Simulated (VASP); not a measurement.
# WC (NiAs type) (P6_3/mmc) in VASP: a series of runs

Runs on WC (NiAs type). Level: PBE. Tasks: single point.

All numbers are computed with VASP 6.6.1; they aren't measurements. Logs are shortened: lines on timing, memory, paths and dates and some standing lists are left out, and cuts for length are marked.

### Step 1. The cell of the first run

The structure is hexagonal, space group P6_3/mmc (No. 194). Conventional cell: a = 2.555 Å, b = 2.555 Å, c = 5.250 Å, α = 90.00°, β = 90.00°, γ = 120.00°. W (site symmetry -3m) has 6 C at 1.97 Å and 6 W at 2.56 Å within 2.6 Å. C (site symmetry -6m2) has 6 W at 1.97 Å and 6 C at 2.56 Å within 2.6 Å.

### Step 2. Single point, PBE

The input, INCAR:

```
PREC = Accurate ; ENCUT = 520
EDIFF = 1E-6 ; ISMEAR = -1
SIGMA = 0.08 ; LREAL = False
LASPH = True ; NELM = 100
ALGO = Normal ; ISIF = 2
LWAVE = False ; LCHARG = False
GGA = PE ; NBANDS = 26
```

The input, KPOINTS:

```
regular mesh
0
Gamma
  11 11 7
```

The input, POSCAR:

```
WC
1.0
    2.5552103695      0.0000000000      0.0000000000
   -1.2776051847      2.2128770920      0.0000000000
    0.0000000000      0.0000000000      5.2500482326
W C
2 2
Direct
    0.0000000000      0.0000000000      0.0000000000
    0.0000000000      0.0000000000      0.5000000000
    0.3333333333      0.6666666667      0.2500000000
    0.6666666667      0.3333333333      0.7500000000
```

Potentials or basis: VASP PAW PBE potentials, release 64 (W_sv, C).

The run is started by

```bash
> cat potpaw_PBE.64/W_sv/POTCAR potpaw_PBE.64/C/POTCAR > POTCAR
> mpirun -np 1 vasp_std > vasp.out
```

OUTCAR:

```text
PREC = Accurate
   ENCUT = 520
   EDIFF = 1E-6
   ISMEAR = -1
   LREAL = False
   LASPH = True
   NELM = 100
   ISIF = 2
   GGA = PE

 ion  position               nearest neighbor table
   1  0.000  0.000  0.000-   3 1.97   4 1.97   3 1.97   4 1.97   4 1.97   3 1.97   2 2.63   2 2.63

   2  0.000  0.000  0.500-   3 1.97   4 1.97   3 1.97   4 1.97   4 1.97   3 1.97   1 2.63   1 2.63

   3  0.333  0.667  0.250-   1 1.97   2 1.97   1 1.97   2 1.97   1 1.97   2 1.97
   4  0.667  0.333  0.750-   1 1.97   2 1.97   1 1.97   2 1.97   1 1.97   2 1.97

  LATTYP: Found a hexagonal cell.
 ALAT       =     2.5552103695
 C/A-ratio  =     2.0546442263

  Lattice vectors:

 A1 = (   2.5552103695,   0.0000000000,   0.0000000000)
 A2 = (  -1.2776051847,   2.2128770920,   0.0000000000)
 A3 = (   0.0000000000,   0.0000000000,   5.2500482326)

Analysis of symmetry for initial positions (statically):
=====================================================================
 Subroutine PRICEL returns:
 Original cell was already a primitive cell.

 Routine SETGRP: Setting up the symmetry group for a
 hexagonal supercell.

 Subroutine GETGRP returns: Found 24 space group operations
 (whereof 12 operations were pure point group operations)
 out of a pool of 24 trial point group operations.

The static configuration has the point symmetry D_3d.
 The point group associated with its full space group is D_6h.

Analysis of symmetry for dynamics (positions and initial velocities):
=====================================================================
 Subroutine PRICEL returns:
 Original cell was already a primitive cell.

 Routine SETGRP: Setting up the symmetry group for a
 hexagonal supercell.

 Subroutine GETGRP returns: Found 24 space group operations
 (whereof 12 operations were pure point group operations)
 out of a pool of 24 trial point group operations.

The dynamic configuration has the point symmetry D_3d.
 The point group associated with its full space group is D_6h.

 Subroutine INISYM returns: Found 24 space group operations
 (whereof 12 operations are pure point group operations),
 and found     1 'primitive' translations

----------------------------------------------------------------------------------------

                                     Primitive cell

  volume of cell :      29.6857

  direct lattice vectors                    reciprocal lattice vectors
     2.555210370  0.000000000  0.000000000     0.391357210  0.225950190  0.000000000
    -1.277605185  2.212877092  0.000000000     0.000000000  0.451900381  0.000000000
     0.000000000  0.000000000  5.250048233     0.000000000  0.000000000  0.190474441

  length of vectors
     2.555210370  2.555210369  5.250048233     0.451900381  0.451900381  0.190474441

  position of ions in fractional coordinates (direct lattice)
     0.000000000  0.000000000  0.000000000
     0.000000000  0.000000000  0.500000000
     0.333333333  0.666666667  0.250000000
     0.666666667  0.333333333  0.750000000

  ion indices of the primitive-cell ions
   primitive index   ion index
                 1           1
                 2           2
                 3           3
                 4           4

----------------------------------------------------------------------------------------

 KPOINTS: regular mesh

Automatic generation of k-mesh.
 Grid dimensions read from file:
 generate k-points for:   11   11    7

 Generating k-lattice:

  Cartesian coordinates                     Fractional coordinates (reciprocal lattice)
     0.035577928  0.020540926  0.000000000     0.090909091 -0.000000000  0.000000000
     0.000000000  0.041081853  0.000000000     0.000000000  0.090909091  0.000000000
     0.000000000  0.000000000  0.027210634     0.000000000  0.000000000  0.142857143

  Length of vectors
     0.041081853  0.041081853  0.027210634

  Shift w.r.t. Gamma in fractional coordinates (k-lattice)
     0.000000000  0.000000000  0.000000000

 Subroutine IBZKPT returns following result:
 ===========================================

 Found     64 irreducible k-points:

 Following reciprocal coordinates:
            Coordinates               Weight
  0.000000  0.000000  0.000000      1.000000
  0.090909  0.000000  0.000000      6.000000
  0.181818  0.000000  0.000000      6.000000
  0.272727  0.000000  0.000000      6.000000
  0.363636  0.000000  0.000000      6.000000
  0.454545  0.000000  0.000000      6.000000
[... 16 lines left out ...]
  0.090909  0.090909  0.142857     12.000000
  0.181818  0.090909  0.142857     24.000000
 [... further k-points ...]
   k-points           NKPTS =     64   k-points in BZ     NKDIM =     64   number of bands    NBANDS=     26
   number of dos      NEDOS =    301   number of ions     NIONS =      4
   total plane-waves  NPLWV =  16000
   dimension x,y,z NGX =    20 NGY =   20 NGZ =   40
   dimension x,y,z NGXF=    40 NGYF=   40 NGZF=   80
   ions per type =               2   2
   NGX,Y,Z   is equivalent  to a cutoff of  13.01, 13.01, 12.67 a.u.
   NGXF,Y,Z  is equivalent  to a cutoff of  26.02, 26.02, 25.33 a.u.
 SYSTEM =  unknown system
   PREC   = accura    normal or accurate (medium, high low for compatibility)
   ISTART =      0    job   : 0-new  1-cont  2-samecut
   ICHARG =      2    charge: 1-file 2-atom 10-const
   ISPIN  =      1    spin polarized calculation?
   LNONCOLLINEAR =      F non collinear calculations
   LSORBIT =      F    spin-orbit coupling
   LASPH  =      T    aspherical Exc in radial PAW
   ENCUT  =  520.0 eV  38.22 Ry    6.18 a.u.   4.75  4.75  9.76*2*pi/ulx,y,z
   NELM   =    100;   NELMIN=  2; NELMDL= -5     # of ELM steps
   EDIFF  = 0.1E-05   stopping-criterion for ELM
   LREAL  =      F    real-space projection
   EDIFFG = 0.1E-04   stopping-criterion for IOM
   NSW    =      0    number of steps for IOM
   IBRION =     -1    ionic relax: 0-MD 1-quasi-New 2-CG
   NFREE  =      0    steps in history (QN), initial steepest desc. (CG)
   ISIF   =      2    stress and relaxation
   ISYM   =      2    0-nonsym 1-usesym 2-fastsym
   POTIM  = 0.5000    time-step for ionic-motion
   TEBEG  =    0.0;   TEEND  =   0.0 temperature during run
   PSTRESS=    0.0 pullay stress
   NELECT =      36.0000    total number of electrons
   NUPDOWN=      -1.0000    fix difference up-down
   EMIN   =  10.00;   EMAX   =-10.00  energy-range for DOS
   EFERMI =   0.00;   METHOD = LEGACY
   ISMEAR =    -1;   SIGMA  =   0.08  broadening in eV -4-tet -1-fermi 0-gaus
   EFERMI_NEDOS =   21; number of points for ismear=-14 and -15
   IALGO  =     38    algorithm
   IMIX   =      4    mixing-type and parameters
     AMIX     =   0.40;   BMIX     =  1.00
     AMIX_MAG =   1.60;   BMIX_MAG =  1.00
  volume/ion in A,a.u.               =       7.42        50.08
  Fermi-wavevector in a.u.,A,eV,Ry     =   1.745795  3.299074 41.467840  3.047800
  Thomas-Fermi vector in A             =   2.817413
   LORBIT       =      0    0 simple, 1 ext, 2 COOP (PROOUT), +10 PAW based schemes
   GGA     = PE    functional components
   LHFCALC =     F    Hartree Fock is set to
   AEXX    =    0.0000 exact exchange contribution
   IVDW    =     0    specifies the selected vdW correction
   LEPSILON=     F    determine dielectric tensor
   LRPA    =     F    only Hartree local field effects (RPA)
 non-spin polarized calculation
  energy-cutoff  :      520.00
  volume of cell :       29.69
 maximum number of plane-waves:       812
 NGX is ok and might be reduce to    20
   NGX =  9   NGY =  9   NGZ = 19

 number of electron      36.0000003 magnetization

 Free energy of the ion-electron system (eV)
  ---------------------------------------------------
  ext. energy  EPLUGINS =         0.00000000
  ---------------------------------------------------
  free energy    TOTEN  =       -35.69829099 eV

  energy without entropy =      -35.68051504  energy(sigma->0) =      -35.68940301

 E-fermi :  16.5365     XC(G=0): -15.7763

 val. band max:       16.5076019826   @ k =   0.0909   0.0000   0.1429
 cond. band min:      16.5422181445   @ k =   0.4545   0.0000   0.0000
 fundamental gap:      0.0346161619
 Fermi energy:        16.5365352347

 k-point     1 :       0.0000    0.0000    0.0000
  band No.  band energies     occupation
      1     -56.9783      2.00000
      2     -56.8552      2.00000
      3     -22.8273      2.00000
      4     -21.0420      2.00000
      5     -20.3593      2.00000
      6     -20.3593      2.00000
[... 18 lines left out ...]
     25      25.5741      0.00000
     26      27.6942      0.00000

 k-point     2 :       0.0909    0.0000    0.0000
  band No.  band energies     occupation
      1     -56.9536      2.00000
      2     -56.8311      2.00000
      3     -22.7755      2.00000
      4     -21.0060      2.00000
      5     -20.6167      2.00000
      6     -20.4404      2.00000
[... 18 lines left out ...]
     25      26.7402      0.00000
     26      27.2821      0.00000

 k-point     3 :       0.1818    0.0000    0.0000
  band No.  band energies     occupation
      1     -56.8870      2.00000
      2     -56.7660      2.00000
      3     -22.6340      2.00000
      4     -21.2701      2.00000
      5     -21.0550      2.00000
      6     -20.9071      2.00000
[... 18 lines left out ...]
     25      26.4222      0.00000
     26      27.6684      0.00000

 k-point     4 :       0.2727    0.0000    0.0000
  band No.  band energies     occupation
      1     -56.7988      2.00000
      2     -56.6798      2.00000
      3     -22.4433      2.00000
      4     -22.0576      2.00000
      5     -21.8013      2.00000
      6     -20.7772      2.00000
[... 18 lines left out ...]
     25      26.1470      0.00000
     26      28.4585      0.00000
[... 496 lines left out ...]
      1     -56.6620      2.00000
      2     -56.5575      2.00000
      3     -23.0940      2.00000
      4     -22.8203      2.00000
      5     -22.0763      2.00000
      6     -20.9820      2.00000
[... 18 lines left out ...]
     25      27.7316      0.00000
     26      29.7378      0.00000

 k-point    23 :       0.0909    0.0909    0.1429
  band No.  band energies     occupation
      1     -56.9020      2.00000
      2     -56.7925      2.00000
      3     -22.6018      2.00000
      4     -21.0687      2.00000
      5     -21.0120      2.00000
      6     -20.8606      2.00000
[... 18 lines left out ...]
     25      26.9700      0.00000
     26      27.0394      0.00000

 k-point    24 :       0.1818    0.0909    0.1429
  band No.  band energies     occupation
      1     -56.8246      2.00000
      2     -56.7167      2.00000
      3     -22.4375      2.00000
      4     -21.7229      2.00000
      5     -21.5034      2.00000
      6     -20.9173      2.00000
[... 18 lines left out ...]
     25      26.7493      0.00000
     26      27.6729      0.00000

 [... further k-points ...]

------------------------ aborting loop because EDIFF is reached ----------------------------------------

  FORCE on cell =-STRESS in cart. coord.  units (eV):
  Direction    XX          YY          ZZ          XY          YZ          ZX
  --------------------------------------------------------------------------------------
  -------------------------------------------------------------------------------------
  Total       52.9837377     52.9837377     52.8822649      0.0000000      0.0000000     -0.0000000
  in kB     2859.6042052   2859.6042052   2854.1275824      0.0000001      0.0000000     -0.0000000
  external PRESSURE =    2857.7786642 kB  Pullay stress =       0.0000000 kB

 VOLUME and BASIS-vectors are now :
 -----------------------------------------------------------------------------
  energy-cutoff  :      520.00
  volume of cell :       29.69
      direct lattice vectors                 reciprocal lattice vectors
     2.555210370  0.000000000  0.000000000     0.391357210  0.225950190  0.000000000
    -1.277605185  2.212877092  0.000000000     0.000000000  0.451900381  0.000000000
     0.000000000  0.000000000  5.250048233     0.000000000  0.000000000  0.190474441

 POSITION                                       TOTAL-FORCE (eV/Angst)
 -----------------------------------------------------------------------------------
      0.00000      0.00000      0.00000        -0.000000      0.000000     -0.000000
      0.00000      0.00000      2.62502        -0.000000      0.000000     -0.000000
     -0.00000      1.47525      1.31251         0.000000     -0.000000     -0.000000
      1.27761      0.73763      3.93754        -0.000000      0.000000      0.000000
 -----------------------------------------------------------------------------------
    total drift:                               -0.000000      0.000000      0.000000

  FREE ENERGIE OF THE ION-ELECTRON SYSTEM (eV)
  ---------------------------------------------------
  free  energy   TOTEN  =       -35.6982909856 eV

  energy  without entropy=      -35.6805150357  energy(sigma->0) =      -35.68940301
```

Wall time 19 s (1 thread of Intel Xeon 6975P-C (Granite Rapids), shared host); peak memory 0.17 GiB.

What came out:

```
Free energy            : -35.6983 eV
Pressure               : 285.8 GPa
Band gap on the k mesh : zero (band 18 reaches 17.37 eV, above the bottom of band 19 at 16.30 eV)
```

Stress tensor (GPa, compression positive):
```
285.96   0.00   0.00
  0.00 285.96   0.00
  0.00   0.00 285.41
```

Caveat: spin-orbit coupling is left out, which moves the levels of the heavy elements.

### Step 3. Single point, PBE

The input, INCAR:

```
PREC = Accurate
ENCUT = 520
EDIFF = 1E-6
ISMEAR = -1
SIGMA = 0.08
LREAL = False
LASPH = True
NELM = 80
ALGO = Normal
ISIF = 2
LWAVE = False
LCHARG = True
GGA = PE
LELF = True
LVHAR = True
NBANDS = 26
```

KPOINTS is that of step 2.

POSCAR: that of step 2 with these lines changed.

```diff
@@ -3,3 +3,3 @@
     2.5552103695      0.0000000000      0.0000000000
-   -1.2776051847      2.2128770920      0.0000000000
+   -1.2776051848      2.2128770920      0.0000000000
     0.0000000000      0.0000000000      5.2500482326
```

Potentials or basis: VASP PAW PBE potentials, release 64 (W_sv, C).

The run is started by

```bash
> cat potpaw_PBE.64/W_sv/POTCAR potpaw_PBE.64/C/POTCAR > POTCAR
> mpirun -np 1 vasp_std > vasp.out
```

Wall time 20 s (1 thread of Intel Xeon 6975P-C (Granite Rapids), shared host); peak memory 0.17 GiB.

The run converged. Its results:

```
Free energy            : -35.6983 eV
Pressure               : 285.8 GPa
Band gap on the k mesh : zero (band 18 reaches 17.37 eV, above the bottom of band 19 at 16.30 eV)
```

Stress tensor (GPa, compression positive):
```
285.96   0.00   0.00
  0.00 285.96   0.00
  0.00   0.00 285.41
```

Levels at points of the mesh, in eV from the Fermi level:
```tsv
k point	band 14	band 15	band 16	band 17	band 18	band 19	band 20	band 21	band 22	band 23
(0.00, 0.00, 0.00)	-5.23	-1.29	-1.29	-1.05	0.18	0.18	1.37	1.37	4.49	5.05
```

Caveat: spin-orbit coupling is left out, which moves the levels of the heavy elements.
